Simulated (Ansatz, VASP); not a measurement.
# BaS in VASP and in Ansatz

```xyz
2
Lattice="3.8702 0.0364 0.0364 0.0364 3.8702 0.0364 0.0364 0.0364 3.8702" Properties=species:S:1:pos:R:3 pbc="T T T"
Ba    0.0000    0.0000    0.0000
S     1.9715    1.9715    1.9715
```

Change from the starting cell: shear_111 strain +2.9%.

Alike in both runs: task single point; functional HSE06; k mesh 4 × 4 × 4; no spin polarisation.

```csv
,VASP,Ansatz
version,VASP 6.6.1,Ansatz 0.2.0
potentials or method,"VASP PAW PBE potentials, release 64 (Ba_sv, S)","plane waves, PAW"
plane-wave cutoff (eV),520,420
occupations,"gaussian, width 0.01 eV",fixed
valence electrons in the cell,16,16
```

VASP gave:

* gap on the k mesh at the Fermi level (eV): 2.38
* pressure (GPa): -0.8
* traceless stress, the component that is largest in VASP (GPa): -0.12

Task: Estimate Ansatz's values.

Result: gap on the k mesh at the Fermi level (eV): 2.49; pressure (GPa): -1.5; traceless stress, the component that is largest in VASP (GPa): -0.09.

Ansatz's warnings: stress exchange threshold loose, stress scf threshold loose.

Neither program's run includes spin-orbit coupling.
